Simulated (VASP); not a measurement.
# Pb: single point with LDA

The system is Pb.

```
Pb
1.0
     0.00000    2.70820    2.70820
     2.70820    0.00000    2.70820
     2.70820    2.70820    0.00000
Pb
2
Direct
  0.87500 0.87500 0.87500
  0.12500 0.12500 0.12500
```

This cell differs from its parent crystal: volume scaled by 0.5.

```yaml
Program: VASP 6.6.1
Task: single point
Functional: LDA
Potentials_or_basis: VASP PAW LDA potentials, release 64 (Pb_d)
Cutoff: 520 eV
k_mesh: 10 × 10 × 10
Occupations: fermi-dirac, width 0.08 eV
Spin: no spin polarisation
Dipole_correction: no
Further_INCAR_settings: ALGO = Normal; EDIFF = 1e-06; NBANDS = 21
```

- Pressure: 129.3 GPa
- Band gap on the k mesh: zero (band 14 reaches 15.56 eV, above the bottom of band 15 at 14.18 eV)

Levels at points of the mesh, in eV from the Fermi level:
```tsv
k point	band 11	band 12	band 13	band 14	band 15	band 16	band 17	band 18
(0.00, 0.00, 0.00)	-18.29	0.68	1.11	1.11	1.11	2.63	2.63	2.63
(0.50, 0.00, 0.00)	-13.97	-11.13	-2.11	-2.11	0.42	3.21	4.12	4.12
(0.50, 0.50, 0.00)	-11.78	-11.78	-5.38	-5.38	-0.11	-0.11	11.48	11.48
```

It took 13 s on 1 thread of Intel(R) Xeon(R) 6975P-C (Granite Rapids), on a shared host, peak memory 0.15 GiB.

Caveat: spin-orbit coupling is left out, which moves the levels of the heavy elements.
